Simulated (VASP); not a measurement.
# In2O3 in VASP: single point with PBE

Aim: the single point of In2O3 with PBE.

All numbers are computed with VASP 6.6.1; they aren't measurements. Logs are shortened: lines on timing, memory, paths and dates and some standing lists are left out, and cuts for length are marked.

### Step 1. The cell of the first run

The cell holds an amorphous packing of atoms, 10 atoms: a = 6.158 Å, b = 4.145 Å, c = 5.412 Å, α = 90.09°, β = 90.15°, γ = 79.89°.

### Step 2. Single point, PBE

The input, INCAR:

```
SYSTEM = In2O3
PREC = Accurate
ENCUT = 520
EDIFF = 1E-6
ISMEAR = 0
SIGMA = 0.1
LREAL = .FALSE.
LASPH = .TRUE.
NELM = 80
ALGO = Normal
ISIF = 2
LWAVE = .FALSE.
LCHARG = .FALSE.
GGA = PE
NBANDS = 55
ISYM = 0
```

The input, KPOINTS:

```
regular mesh
0
G
  3 3 3
  0 0 0
```

The input, POSCAR:

```
In2O3
1.0
    6.1426828475      0.4356250708      0.0095456911
    0.4368537266      4.1212033094     -0.0571123188
   -0.0280115662      0.0698628120      5.4116415366
In O
4 6
Direct
    0.0631502608      0.2344561027      0.3094141333
    0.6528197633      0.8213384672      0.3097154123
    0.1528324386      0.8213345955      0.8096876984
    0.5631358163      0.2344353368      0.8094079517
    0.3578562605      1.0281956271      0.1045395839
    0.0055805190      0.7330019656      0.1633218988
    0.2102884533      0.3229600570      0.6634740064
    0.8578648452      0.0281756853      0.6045348417
    0.5055754648      0.7329662106      0.6633162608
    0.7102967172      0.3229717682      0.1634911029
```

Potentials or basis: VASP PAW PBE potentials, release 64 (In_d, O).

Started as:

```console
$ cat potpaw_PBE.64/In_d/POTCAR potpaw_PBE.64/O/POTCAR > POTCAR
$ mpirun -np 1 vasp_std > vasp.out
```

OUTCAR:

```text
SYSTEM = In2O3
   PREC = Accurate
   ENCUT = 520
   EDIFF = 1E-6
   ISMEAR = 0
   LREAL = .FALSE.
   LASPH = .TRUE.
   NELM = 80
   ISIF = 2
   GGA = PE
   ISYM = 0

 ion  position               nearest neighbor table
   1  0.063  0.234  0.309-   5 2.17   7 2.18   6 2.18  10 2.28   8 2.30   6 2.31   2 3.19   3 3.20
                             3 3.20   2 3.29   2 3.73   3 3.74   3 3.75
   2  0.653  0.821  0.310-   5 2.17   9 2.18  10 2.18   6 2.28   8 2.29  10 2.31   1 3.19   4 3.20
                             4 3.20   1 3.29   1 3.73   4 3.74   4 3.75
   3  0.153  0.821  0.810-   8 2.17   6 2.18   7 2.18   9 2.28   5 2.29   7 2.31   4 3.19   1 3.20
                             1 3.20   4 3.29   4 3.73   1 3.74   1 3.75
   4  0.563  0.234  0.809-   8 2.17  10 2.18   9 2.18   7 2.28   5 2.30   9 2.31   3 3.19   2 3.20
                             2 3.20   3 3.29   3 3.73   2 3.74   2 3.75
   5  0.358  0.028  0.105-   2 2.17   1 2.17   3 2.29   4 2.30
   6  0.006  0.733  0.163-   3 2.18   1 2.18   2 2.28   1 2.31
   7  0.210  0.323  0.663-   1 2.18   3 2.18   4 2.28   3 2.31
   8  0.858  0.028  0.605-   3 2.17   4 2.17   2 2.29   1 2.30
   9  0.506  0.733  0.663-   2 2.18   4 2.18   3 2.28   4 2.31
  10  0.710  0.323  0.163-   4 2.18   2 2.18   1 2.28   2 2.31

IMPORTANT INFORMATION: All symmetrisations will be switched off!
NOSYMM: (Re-)initialisation of all symmetry stuff for point group C_1.

----------------------------------------------------------------------------------------

                                     Primitive cell

  volume of cell :     135.9938

  direct lattice vectors                    reciprocal lattice vectors
     6.142682847  0.435625071  0.009545691     0.164025638 -0.017372090  0.001073293
     0.436853727  4.121203309 -0.057112319    -0.017330057  0.244439615 -0.003245352
    -0.028011566  0.069862812  5.411641537    -0.000472222  0.002610362  0.184750671

  length of vectors
     6.158117642  4.144685719  5.412164962     0.164946511  0.245074659  0.184769715

  position of ions in fractional coordinates (direct lattice)
     0.063150261  0.234456103  0.309414133
     0.652819763  0.821338467  0.309715412
     0.152832439  0.821334595  0.809687698
     0.563135816  0.234435337  0.809407952
     0.357856261  0.028195627  0.104539584
     0.005580519  0.733001966  0.163321899
     0.210288453  0.322960057  0.663474006
     0.857864845  0.028175685  0.604534842
     0.505575465  0.732966211  0.663316261
     0.710296717  0.322971768  0.163491103

  ion indices of the primitive-cell ions
   primitive index   ion index
                 1           1
                 2           2
                 3           3
                 4           4
                 5           5
                 6           6
                 7           7
                 8           8
                 9           9
                10          10

----------------------------------------------------------------------------------------

 KPOINTS: regular mesh

Automatic generation of k-mesh.
 Grid dimensions read from file:
 generate k-points for:    3    3    3

 Generating k-lattice:

  Cartesian coordinates                     Fractional coordinates (reciprocal lattice)
     0.054675213 -0.005790697  0.000357764     0.333333333 -0.000000000 -0.000000000
    -0.005776686  0.081479872 -0.001081784    -0.000000000  0.333333333  0.000000000
    -0.000157407  0.000870121  0.061583557     0.000000000  0.000000000  0.333333333

  Length of vectors
     0.054982170  0.081691553  0.061589905

  Shift w.r.t. Gamma in fractional coordinates (k-lattice)
     0.000000000  0.000000000  0.000000000

 Subroutine IBZKPT returns following result:
 ===========================================

 Found     14 irreducible k-points:

 Following reciprocal coordinates:
            Coordinates               Weight
  0.000000  0.000000  0.000000      1.000000
  0.333333  0.000000 -0.000000      2.000000
 -0.000000  0.333333 -0.000000      2.000000
  0.333333  0.333333 -0.000000      2.000000
 -0.333333  0.333333  0.000000      2.000000
  0.000000  0.000000  0.333333      2.000000
  0.333333  0.000000  0.333333      2.000000
 -0.333333  0.000000  0.333333      2.000000
 -0.000000  0.333333  0.333333      2.000000
  0.333333  0.333333  0.333333      2.000000
 -0.333333  0.333333  0.333333      2.000000
 -0.000000 -0.333333  0.333333      2.000000
  0.333333 -0.333333  0.333333      2.000000
 -0.333333 -0.333333  0.333333      2.000000
   k-points           NKPTS =     14   k-points in BZ     NKDIM =     14   number of bands    NBANDS=     55
   number of dos      NEDOS =    301   number of ions     NIONS =     10
   total plane-waves  NPLWV =  61440
   dimension x,y,z NGX =    48 NGY =   32 NGZ =   40
   dimension x,y,z NGXF=    96 NGYF=   64 NGZF=   80
   ions per type =               4   6
   NGX,Y,Z   is equivalent  to a cutoff of  12.96, 12.84, 12.29 a.u.
   NGXF,Y,Z  is equivalent  to a cutoff of  25.92, 25.67, 24.57 a.u.
 SYSTEM =  In2O3
   PREC   = accura    normal or accurate (medium, high low for compatibility)
   ISTART =      0    job   : 0-new  1-cont  2-samecut
   ICHARG =      2    charge: 1-file 2-atom 10-const
   ISPIN  =      1    spin polarized calculation?
   LNONCOLLINEAR =      F non collinear calculations
   LSORBIT =      F    spin-orbit coupling
   LASPH  =      T    aspherical Exc in radial PAW
   ENCUT  =  520.0 eV  38.22 Ry    6.18 a.u.  11.45  7.71 10.06*2*pi/ulx,y,z
   NELM   =     80;   NELMIN=  2; NELMDL= -5     # of ELM steps
   EDIFF  = 0.1E-05   stopping-criterion for ELM
   LREAL  =      F    real-space projection
   EDIFFG = 0.1E-04   stopping-criterion for IOM
   NSW    =      0    number of steps for IOM
   IBRION =     -1    ionic relax: 0-MD 1-quasi-New 2-CG
   NFREE  =      0    steps in history (QN), initial steepest desc. (CG)
   ISIF   =      2    stress and relaxation
   ISYM   =      0    0-nonsym 1-usesym 2-fastsym
   POTIM  = 0.5000    time-step for ionic-motion
   TEBEG  =    0.0;   TEEND  =   0.0 temperature during run
   PSTRESS=    0.0 pullay stress
   NELECT =      88.0000    total number of electrons
   NUPDOWN=      -1.0000    fix difference up-down
   EMIN   =  10.00;   EMAX   =-10.00  energy-range for DOS
   EFERMI =   0.00;   METHOD = LEGACY
   ISMEAR =     0;   SIGMA  =   0.10  broadening in eV -4-tet -1-fermi 0-gaus
   EFERMI_NEDOS =   21; number of points for ismear=-14 and -15
   IALGO  =     38    algorithm
   IMIX   =      4    mixing-type and parameters
     AMIX     =   0.40;   BMIX     =  1.00
     AMIX_MAG =   1.60;   BMIX_MAG =  1.00
  volume/ion in A,a.u.               =      13.60        91.77
  Fermi-wavevector in a.u.,A,eV,Ry     =   1.415998  2.675849 27.280376  2.005051
  Thomas-Fermi vector in A             =   2.537378
   LORBIT       =      0    0 simple, 1 ext, 2 COOP (PROOUT), +10 PAW based schemes
   GGA     = PE    functional components
   LHFCALC =     F    Hartree Fock is set to
   AEXX    =    0.0000 exact exchange contribution
   IVDW    =     0    specifies the selected vdW correction
   LEPSILON=     F    determine dielectric tensor
   LRPA    =     F    only Hartree local field effects (RPA)
 non-spin polarized calculation
 Gauss-broadening in eV      SIGMA  =   0.10
  energy-cutoff  :      520.00
  volume of cell :      135.99
 maximum number of plane-waves:      3674
 NGX is ok and might be reduce to    48
   NGX = 23   NGY = 15   NGZ = 21

 number of electron      87.9999994 magnetization

 Free energy of the ion-electron system (eV)
  ---------------------------------------------------
  ext. energy  EPLUGINS =         0.00000000
  ---------------------------------------------------
  free energy    TOTEN  =       -53.57473828 eV

  energy without entropy =      -53.56710212  energy(sigma->0) =      -53.57092020

 E-fermi :   5.4001     XC(G=0): -10.8037

 val. band max:        5.3638919429   @ k =  -0.3333   0.3333   0.0000
 cond. band min:       7.0194487261   @ k =   0.3333   0.0000  -0.0000
 fundamental gap:      1.6555567832
 Fermi energy:         5.4001149245

 k-point     1 :       0.0000    0.0000    0.0000
  band No.  band energies     occupation
      1     -12.4923      2.00000
      2     -11.8289      2.00000
      3     -11.5698      2.00000
      4     -11.4616      2.00000
      5     -11.4515      2.00000
      6     -11.4440      2.00000
[... 47 lines left out ...]
     54      15.2473      0.00000
     55      15.3533      0.00000

 k-point     2 :       0.3333    0.0000   -0.0000
  band No.  band energies     occupation
      1     -12.3324      2.00000
      2     -11.9753      2.00000
      3     -11.6719      2.00000
      4     -11.5799      2.00000
      5     -11.3535      2.00000
      6     -11.3453      2.00000
[... 47 lines left out ...]
     54      14.8521      0.00000
     55      15.7280      0.00000

 k-point     3 :      -0.0000    0.3333   -0.0000
  band No.  band energies     occupation
      1     -12.2350      2.00000
      2     -11.6607      2.00000
      3     -11.6053      2.00000
      4     -11.5705      2.00000
      5     -11.4153      2.00000
      6     -11.3506      2.00000
[... 572 lines left out ...]
 k-point    13 :       0.3333   -0.3333    0.3333
  band No.  band energies     occupation
      1     -12.0313      2.00000
      2     -11.8678      2.00000
      3     -11.5722      2.00000
      4     -11.4910      2.00000
      5     -11.4570      2.00000
      6     -11.4194      2.00000
[... 47 lines left out ...]
     54      14.5515      0.00000
     55      14.8292      0.00000

 k-point    14 :      -0.3333   -0.3333    0.3333
  band No.  band energies     occupation
      1     -11.9994      2.00000
      2     -11.8641      2.00000
      3     -11.6551      2.00000
      4     -11.6137      2.00000
      5     -11.3677      2.00000
      6     -11.3432      2.00000
[... 47 lines left out ...]
     54      14.8636      0.00000
     55      15.0072      0.00000

------------------------ aborting loop because EDIFF is reached ----------------------------------------

  FORCE on cell =-STRESS in cart. coord.  units (eV):
  Direction    XX          YY          ZZ          XY          YZ          ZX
  --------------------------------------------------------------------------------------
  -------------------------------------------------------------------------------------
  Total        0.5173137      0.1130795      0.4132206     -0.0700910      0.0469800      0.0462226
  in kB        6.0946051      1.3322182      4.8682578     -0.8257604      0.5534836      0.5445600
  external PRESSURE =       4.0983604 kB  Pullay stress =       0.0000000 kB

 VOLUME and BASIS-vectors are now :
 -----------------------------------------------------------------------------
  energy-cutoff  :      520.00
  volume of cell :      135.99
      direct lattice vectors                 reciprocal lattice vectors
     6.142682847  0.435625071  0.009545691     0.164025638 -0.017372090  0.001073293
     0.436853727  4.121203309 -0.057112319    -0.017330057  0.244439615 -0.003245352
    -0.028011566  0.069862812  5.411641537    -0.000472222  0.002610362  0.184750671

 POSITION                                       TOTAL-FORCE (eV/Angst)
 -----------------------------------------------------------------------------------
      0.48167      1.01537      1.66165        -0.011637     -0.009765     -0.001681
      4.36019      3.69093      1.63539         0.011583      0.009123     -0.003801
      1.27492      3.50803      4.33629         0.009978      0.009003     -0.001552
      3.53891      1.26802      4.37221        -0.009548     -0.009890      0.000114
      2.20759      0.27939      0.56754         0.000896     -0.000035     -0.014191
      0.34992      3.03469      0.84203        -0.002534      0.010219      0.007626
      1.41424      1.46894      3.57405         0.002820     -0.009948      0.009733
      5.26497      0.53206      3.27811        -0.000596      0.000261     -0.013419
      3.40721      3.28729      3.55259        -0.002808      0.011049      0.008442
      4.49964      1.65188      0.87309         0.001846     -0.010017      0.008729
 -----------------------------------------------------------------------------------
    total drift:                               -0.000313      0.001432     -0.000992

  FREE ENERGIE OF THE ION-ELECTRON SYSTEM (eV)
  ---------------------------------------------------
  free  energy   TOTEN  =       -53.5747382839 eV

  energy  without entropy=      -53.5671021156  energy(sigma->0) =      -53.57092020
```

Run time: 53 s. Hardware: 1 thread of Intel Xeon 6975P-C (Granite Rapids), shared host; peak memory 0.26 GiB.

What came out:

| Quantity | Value |
| --- | --- |
| Free energy | -53.5747 eV |
| Pressure | 0.4 GPa |
| Largest force | 0.015 eV/Å |
| Band gap on the k mesh | zero (band 44 reaches 5.36 eV, above the bottom of band 45 at 5.30 eV) |

Forces on the atoms (eV/Å):
```
In  -0.012 -0.010 -0.002
In   0.012  0.009 -0.004
In   0.010  0.009 -0.002
In  -0.010 -0.010  0.000
O    0.001  0.000 -0.014
O   -0.003  0.010  0.008
O    0.003 -0.010  0.010
O   -0.001  0.000 -0.013
O   -0.003  0.011  0.008
O    0.002 -0.010  0.009
```

Stress tensor (GPa, compression positive):
```
 0.61 -0.08  0.05
-0.08  0.13  0.06
 0.05  0.06  0.49
```

Levels at points of the mesh, in eV from the Fermi level:
| k point | band 42 | band 43 | band 44 | band 45 | band 46 | band 47 |
| --- | --- | --- | --- | --- | --- | --- |
| (0.00, 0.00, 0.00) | -0.84 | -0.81 | -0.15 | -0.10 | 4.43 | 4.80 |

Caveat: the k points lie up to 0.51 Å⁻¹ apart; spin-orbit coupling is left out, which moves the levels of the heavy elements.
